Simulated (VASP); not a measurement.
# CaO (I-4m2) in VASP: G0W0 quasiparticle levels with PBE

Aim: the G0W0 quasiparticle levels of CaO with PBE.

Program: VASP 6.6.1. These are calculated values, not measurements. Logs are shortened: lines on timing, memory, paths and dates and some standing lists are left out, and cuts for length are marked.

**1. The cell of the first run**

It takes space group I-4m2 (No. 119, tetragonal). The conventional cell has a = 3.502 Å, b = 3.502 Å, c = 5.579 Å, α = 90.00°, β = 90.00°, γ = 90.00°. Within 3.0 Å of Ca (site symmetry -4m2) lie 4 O at 2.24 Å. Within 3.0 Å of O (site symmetry -4m2) lie 4 Ca at 2.24 Å.

**2. G0W0 quasiparticle levels, PBE**

File POSCAR:

```
CaO
1.0
    0.0000000000      2.4763951520      2.7895354835
    2.4763951520      0.0000000000      2.7895354835
    2.4763951520      2.4763951520      0.0000000000
Ca O
1 1
Direct
    0.0000000000      0.0000000000      0.0000000000
    0.2500000000      0.2500000000      0.2500000000
```

File INCAR.step1:

```
SYSTEM = CaO
PREC     = Accurate       ! precision mode
ENCUT    = 500            ! plane-wave cutoff, eV
EDIFF    = 1E-8           ! SCF threshold, eV
ISMEAR   = 0              ! smearing method
SIGMA    = 0.01           ! smearing width, eV
LREAL    = .FALSE.        ! projectors in reciprocal space
LASPH    = .TRUE.         ! aspherical terms in the spheres
NELM     = 80             ! most SCF steps
ALGO     = Normal         ! electronic algorithm
LWAVE    = .TRUE.         ! write WAVECAR
LCHARG   = .FALSE.        ! write CHGCAR
GGA      = PE             ! functional
```

File INCAR.step2:

```
SYSTEM = CaO
PREC     = Accurate       ! precision mode
ENCUT    = 500            ! plane-wave cutoff, eV
EDIFF    = 1E-8           ! SCF threshold, eV
ISMEAR   = 0              ! smearing method
SIGMA    = 0.01           ! smearing width, eV
LREAL    = .FALSE.        ! projectors in reciprocal space
LASPH    = .TRUE.         ! aspherical terms in the spheres
NELM     = 1              ! most SCF steps
ALGO     = Exact          ! electronic algorithm
LWAVE    = .TRUE.         ! write WAVECAR
LCHARG   = .FALSE.        ! write CHGCAR
GGA      = PE             ! functional
NBANDS   = 150            ! bands
LOPTICS  = .TRUE.         ! frequency-dependent dielectric function
ISTART   = 1
```

File INCAR.step3:

```
SYSTEM = CaO
PREC     = Accurate       ! precision mode
ENCUT    = 500            ! plane-wave cutoff, eV
EDIFF    = 1E-8           ! SCF threshold, eV
ISMEAR   = 0              ! smearing method
SIGMA    = 0.01           ! smearing width, eV
LREAL    = .FALSE.        ! projectors in reciprocal space
LASPH    = .TRUE.         ! aspherical terms in the spheres
ALGO     = EVGW0          ! electronic algorithm
LWAVE    = .FALSE.        ! write WAVECAR
LCHARG   = .FALSE.        ! write CHGCAR
GGA      = PE             ! functional
NELMGW   = 1            
NBANDS   = 150            ! bands
ENCUTGW  = 150.0          ! cutoff of the response function
NOMEGA   = 48             ! frequency points
PRECFOCK = Fast         
ISTART   = 1            
NBANDSGW = 16
```

File KPOINTS:

```
Automatic mesh
0
G
  6 6 6
  0 0 0
```

Potentials or basis: VASP PAW PBE potentials, release 64 (Ca_sv_GW, O_GW).

The run is started by

```console
cat potpaw_PBE.64/Ca_sv_GW/POTCAR potpaw_PBE.64/O_GW/POTCAR > POTCAR
cp INCAR.step1 INCAR
mpirun -np 1 vasp_std > vasp.out
cp INCAR.step2 INCAR
mpirun -np 1 vasp_std > vasp.out
cp INCAR.step3 INCAR
mpirun -np 1 vasp_std > vasp.out
```

OUTCAR:

```text
SYSTEM = CaO
   PREC = Accurate
   ENCUT = 500
   EDIFF = 1E-8
   ISMEAR = 0
   LREAL = .FALSE.
   LASPH = .TRUE.
   GGA = PE
   NELMGW = 1
   ENCUTGW = 150.0
   PRECFOCK = Fast
   ISTART = 1

 ion  position               nearest neighbor table
   1  0.000  0.000  0.000-   2 2.24   2 2.24   2 2.24   2 2.24
   2  0.250  0.250  0.250-   1 2.24   1 2.24   1 2.24   1 2.24

  LATTYP: Found a body centered tetragonal cell.
 ALAT       =     3.5021516098
 C/A-ratio  =     1.5930409613

  Lattice vectors:

 A1 = (  -2.4763951520,   0.0000000000,   2.7895354835)
 A2 = (   2.4763951520,   0.0000000000,   2.7895354835)
 A3 = (   0.0000000000,   2.4763951520,  -2.7895354835)

Analysis of symmetry for initial positions (statically):
=====================================================================
 Subroutine PRICEL returns:
 Original cell was already a primitive cell.

 Routine SETGRP: Setting up the symmetry group for a
 body centered tetragonal supercell.

 Subroutine GETGRP returns: Found  8 space group operations
 (whereof  8 operations were pure point group operations)
 out of a pool of 16 trial point group operations.

The static configuration has the point symmetry D_2d.

Analysis of symmetry for dynamics (positions and initial velocities):
=====================================================================
 Subroutine PRICEL returns:
 Original cell was already a primitive cell.

 Routine SETGRP: Setting up the symmetry group for a
 body centered tetragonal supercell.

 Subroutine GETGRP returns: Found  8 space group operations
 (whereof  8 operations were pure point group operations)
 out of a pool of 16 trial point group operations.

The dynamic configuration has the point symmetry D_2d.

 Subroutine INISYM returns: Found  8 space group operations
 (whereof  8 operations are pure point group operations),
 and found     1 'primitive' translations

----------------------------------------------------------------------------------------

                                     Primitive cell

  volume of cell :      34.2138

  direct lattice vectors                    reciprocal lattice vectors
     0.000000000  2.476395152  2.789535483    -0.201906388  0.201906388  0.179241312
     2.476395152  0.000000000  2.789535483     0.201906388 -0.201906388  0.179241312
     2.476395152  2.476395152  0.000000000     0.201906388  0.201906388 -0.179241312

  length of vectors
     3.730152968  3.730152968  3.502151610     0.337134731  0.337134731  0.337134731

  position of ions in fractional coordinates (direct lattice)
     0.000000000  0.000000000  0.000000000
     0.250000000  0.250000000  0.250000000

  ion indices of the primitive-cell ions
   primitive index   ion index
                 1           1
                 2           2

----------------------------------------------------------------------------------------

 KPOINTS: Automatic mesh

Automatic generation of k-mesh.
 Grid dimensions read from file:
 generate k-points for:    6    6    6

 Generating k-lattice:

  Cartesian coordinates                     Fractional coordinates (reciprocal lattice)
    -0.033651065  0.033651065  0.029873552     0.166666667  0.000000000  0.000000000
     0.033651065 -0.033651065  0.029873552     0.000000000  0.166666667  0.000000000
     0.033651065  0.033651065 -0.029873552     0.000000000  0.000000000  0.166666667

  Length of vectors
     0.056189122  0.056189122  0.056189122

  Shift w.r.t. Gamma in fractional coordinates (k-lattice)
     0.000000000  0.000000000  0.000000000

 Subroutine IBZKPT returns following result:
 ===========================================

 Found     30 irreducible k-points:

 Following reciprocal coordinates:
            Coordinates               Weight
  0.000000  0.000000  0.000000      1.000000
  0.166667 -0.000000  0.000000      8.000000
  0.333333 -0.000000  0.000000      8.000000
  0.500000  0.000000  0.000000      4.000000
  0.166667  0.166667  0.000000      2.000000
  0.333333  0.166667  0.000000      8.000000
[... 16 lines left out ...]
  0.333333  0.000000  0.333333      4.000000
  0.500000  0.000000  0.333333     16.000000
 [... further k-points ...]
   k-points           NKPTS =     30   k-points in BZ     NKDIM =    216   number of bands    NBANDS=    150
   number of dos      NEDOS =    301   number of ions     NIONS =      2
   total plane-waves  NPLWV =  21952
   dimension x,y,z NGX =    28 NGY =   28 NGZ =   28
   dimension x,y,z NGXF=    56 NGYF=   56 NGZF=   56
   ions per type =               1   1
   NGX,Y,Z   is equivalent  to a cutoff of  12.48, 12.48, 13.29 a.u.
   NGXF,Y,Z  is equivalent  to a cutoff of  24.96, 24.96, 26.58 a.u.
 SYSTEM =  CaO
   PREC   = accura    normal or accurate (medium, high low for compatibility)
   ISTART =      1    job   : 0-new  1-cont  2-samecut
   ICHARG =      0    charge: 1-file 2-atom 10-const
   ISPIN  =      1    spin polarized calculation?
   LNONCOLLINEAR =      F non collinear calculations
   LSORBIT =      F    spin-orbit coupling
   LASPH  =      T    aspherical Exc in radial PAW
   ENCUT  =  500.0 eV  36.75 Ry    6.06 a.u.   6.80  6.80  6.39*2*pi/ulx,y,z
   NELM   =     60;   NELMIN=  2; NELMDL=  0     # of ELM steps
   EDIFF  = 0.1E-07   stopping-criterion for ELM
   LREAL  =      F    real-space projection
   EDIFFG = 0.1E-06   stopping-criterion for IOM
   NSW    =      0    number of steps for IOM
   IBRION =     -1    ionic relax: 0-MD 1-quasi-New 2-CG
   NFREE  =      0    steps in history (QN), initial steepest desc. (CG)
   ISIF   =      0    stress and relaxation
   ISYM   =      3    0-nonsym 1-usesym 2-fastsym
   POTIM  = 0.5000    time-step for ionic-motion
   TEBEG  =    0.0;   TEEND  =   0.0 temperature during run
   PSTRESS=    0.0 pullay stress
   NELECT =      16.0000    total number of electrons
   NUPDOWN=      -1.0000    fix difference up-down
   EMIN   =  10.00;   EMAX   =-10.00  energy-range for DOS
   EFERMI =   0.00;   METHOD = LEGACY
   ISMEAR =     0;   SIGMA  =   0.01  broadening in eV -4-tet -1-fermi 0-gaus
   EFERMI_NEDOS =   21; number of points for ismear=-14 and -15
   IALGO  =     38    algorithm
   IMIX   =      4    mixing-type and parameters
     AMIX     =   0.40;   BMIX     =  1.00
     AMIX_MAG =   1.60;   BMIX_MAG =  1.00
  volume/ion in A,a.u.               =      17.11       115.44
  Fermi-wavevector in a.u.,A,eV,Ry     =   1.270713  2.401300 21.969494  1.614712
  Thomas-Fermi vector in A             =   2.403686
   LORBIT       =      0    0 simple, 1 ext, 2 COOP (PROOUT), +10 PAW based schemes
   GGA     = PE    functional components
   LHFCALC =     T    Hartree Fock is set to
   PRECFOCK=fast      Normal, Fast or Accurate (Low or Medium for compatibility)
   ENCUT4O =  -1.0   cutoff for four orbital integrals eV
   NKREDX  =     1    reduce k-point grid by
   NKREDY  =     1    reduce k-point grid by
   NKREDZ  =     1    reduce k-point grid by
   AEXX    =    1.0000 exact exchange contribution
   HFSCREEN=    0.0000 screening length (either q_TF or 0.3 A-1)
   HFSCREENC=   0.0000 screening length for correlation (either q_TF or 0.3 A-1)
   ENCUTFOCK=  -1.0 apply spherical cutoff to Coloumb kernel
   IVDW    =     0    specifies the selected vdW correction
   LEPSILON=     F    determine dielectric tensor
   LRPA    =     F    only Hartree local field effects (RPA)
   LRPAFORCE           =     F    calculate RPA forces
   ENCUTGW             = 150.0    cutoff for response function in eV
   ENCUTGWSOFT         = 120.0    soft cutoff for Coulomb kernel in GW response function in eV
   ENCUTLF             =  -1.0    cutoff for local field effects
   NELMGW              =     1    number of iterations in solving QP/BSE equation
   NELMHF              =     1    number of iterations in the inner HF iteration
   NKREDLFX            =     1    NKREDLFY  =   1   NKREDLFZ  =   1
 non-spin polarized calculation
 Gauss-broadening in eV      SIGMA  =   0.01
  energy-cutoff  :      500.00
  volume of cell :       34.21
 maximum number of plane-waves:       880
  NGX = 18; NGY = 18; NGZ = 16
   NGX = 13   NGY = 13   NGZ = 13
 maximum number of plane-waves:       150
 NGX is ok and might be reduce to    18

 QP shifts <psi_nk| G(iteration)W_0 |psi_nk>: iteration 1
 for sc-GW calculations column KS-energies equals QP-energies in previous step
 and V_xc(KS)=  KS-energies - (<T + V_ion + V_H > + <T+V_H+V_ion>^1  + <V_x>^1)

 k-point   1 :       0.0000    0.0000    0.0000
  band No.  KS-energies  QP-energies   sigma(KS)   V_xc(KS)     V^pw_x(r,r')   Z            occupation Imag(sigma)

      1     -34.5658     -36.1768     -23.3085     -20.6828     -34.4659       0.6136       2.0000       1.1104
      2     -15.5020     -17.8964     -23.2607     -20.0652     -28.0181       0.7493       2.0000       0.3448
      3     -15.5020     -17.8964     -23.2607     -20.0652     -28.0181       0.7493       2.0000       0.3448
      4     -15.4776     -17.8737     -23.2314     -20.0340     -28.0380       0.7494       2.0000       0.3757
      5     -12.3369     -14.0657     -22.1680     -19.4724     -30.9120       0.6414       2.0000       1.0085
      6       1.7798       0.7729     -19.1752     -17.7815     -23.1111       0.7224       2.0000       0.2641
[... 8 lines left out ...]
     15      18.8250      19.6915      -7.7015      -8.7483      -3.1472       0.8278       0.0000      -0.5540
     16      19.7074      20.5496      -7.6179      -8.6235      -2.9656       0.8375       0.0000      -0.7149

 k-point   2 :       0.1667   -0.0000    0.0000
  band No.  KS-energies  QP-energies   sigma(KS)   V_xc(KS)     V^pw_x(r,r')   Z            occupation Imag(sigma)

      1     -34.5524     -36.1642     -23.3175     -20.6977     -34.4760       0.6153       2.0000       1.1068
      2     -15.7248     -18.0105     -22.9226     -19.7787     -28.0523       0.7270       2.0000       0.4345
      3     -15.5100     -17.9053     -23.2552     -20.0565     -28.0166       0.7488       2.0000       0.3494
      4     -15.5071     -17.9015     -23.2146     -20.0144     -28.0205       0.7482       2.0000       0.3742
      5     -12.1163     -13.8910     -22.4882     -19.7598     -30.8961       0.6504       2.0000       0.9537
      6       1.5699       0.4853     -18.2738     -16.7831     -22.0869       0.7276       2.0000       0.2716
[... 8 lines left out ...]
     15      17.0407      17.9143      -7.6522      -8.7028      -3.1253       0.8315       0.0000      -0.5466
     16      19.3243      20.2371      -7.7298      -8.8289      -3.1049       0.8305       0.0000      -0.5961

 k-point   3 :       0.3333   -0.0000    0.0000
  band No.  KS-energies  QP-energies   sigma(KS)   V_xc(KS)     V^pw_x(r,r')   Z            occupation Imag(sigma)

      1     -34.5254     -36.1356     -23.3357     -20.7278     -34.4965       0.6174       2.0000       1.0993
      2     -16.1083     -18.3135     -22.4647     -19.3890     -28.0598       0.7170       2.0000       0.5525
      3     -15.5521     -17.9447     -23.1702     -19.9622     -27.9914       0.7458       2.0000       0.3858
      4     -15.5256     -17.9238     -23.2443     -20.0394     -28.0133       0.7483       2.0000       0.3583
      5     -11.7654     -13.5987     -22.8912     -20.1257     -30.8877       0.6629       2.0000       0.8959
      6       1.4010       0.1998     -17.7744     -16.1265     -21.5755       0.7289       2.0000       0.2772
[... 394 lines left out ...]
      1     -34.5063     -36.1270     -23.3515     -20.7486     -34.5116       0.6226       2.0000       1.0966
      2     -16.1641     -18.3236     -22.4151     -19.3863     -28.1191       0.7130       2.0000       0.5517
      3     -15.6780     -18.0646     -23.0775     -19.8498     -27.8910       0.7394       2.0000       0.3951
      4     -15.5648     -17.9643     -23.1405     -19.9167     -27.9765       0.7443       2.0000       0.4066
      5     -11.6355     -13.4773     -23.0525     -20.2846     -30.9239       0.6654       2.0000       0.8709
      6       1.0820      -0.1112     -17.3444     -15.6967     -21.1753       0.7241       2.0000       0.2993
[... 8 lines left out ...]
     15      17.8841      18.9775      -8.9835     -10.3162      -4.2174       0.8204       0.0000      -0.6334
     16      18.0977      19.7810      -9.4716     -11.5822      -4.3501       0.7976       0.0000      -0.7127

 k-point  24 :       0.5000    0.0000    0.3333
  band No.  KS-energies  QP-energies   sigma(KS)   V_xc(KS)     V^pw_x(r,r')   Z            occupation Imag(sigma)

      1     -34.4929     -36.1282     -23.3605     -20.7636     -34.5219       0.6297       2.0000       1.0931
      2     -16.2749     -18.3931     -22.3142     -19.3132     -28.1645       0.7058       2.0000       0.5872
      3     -15.7263     -18.1127     -23.0142     -19.7799     -27.8486       0.7378       2.0000       0.4082
      4     -15.6031     -17.9917     -23.0992     -19.8702     -27.9458       0.7397       2.0000       0.4139
      5     -11.4914     -13.3705     -23.1888     -20.4111     -30.9205       0.6765       2.0000       0.8543
      6       1.2128       0.0139     -17.6091     -15.9588     -21.4765       0.7265       2.0000       0.2929
[... 8 lines left out ...]
     15      16.2932      17.9163     -10.8067     -12.8601      -5.8151       0.7904       0.0000      -0.5756
     16      17.7699      19.4892     -10.7653     -12.9365      -5.5516       0.7919       0.0000      -0.6885

 [... further k-points ...]
```

Run time: 37 min. Hardware: 1 thread of Intel Xeon Platinum 8488C (Sapphire Rapids), shared host; peak memory 0.89 GiB.

What came out:

```yaml
Quasiparticle_gap: 4.71 eV
Least_direct_quasiparticle_gap: 5.41 eV
Band_gap_of_the_starting_levels_on_the_mesh: 3.31 eV
Least_direct_gap_of_the_starting_levels_on_the_mesh: 4.03 eV
```

Caveat: bands, screening cutoff and mesh are small and nothing is extrapolated, so the quasiparticle values aren't converged.
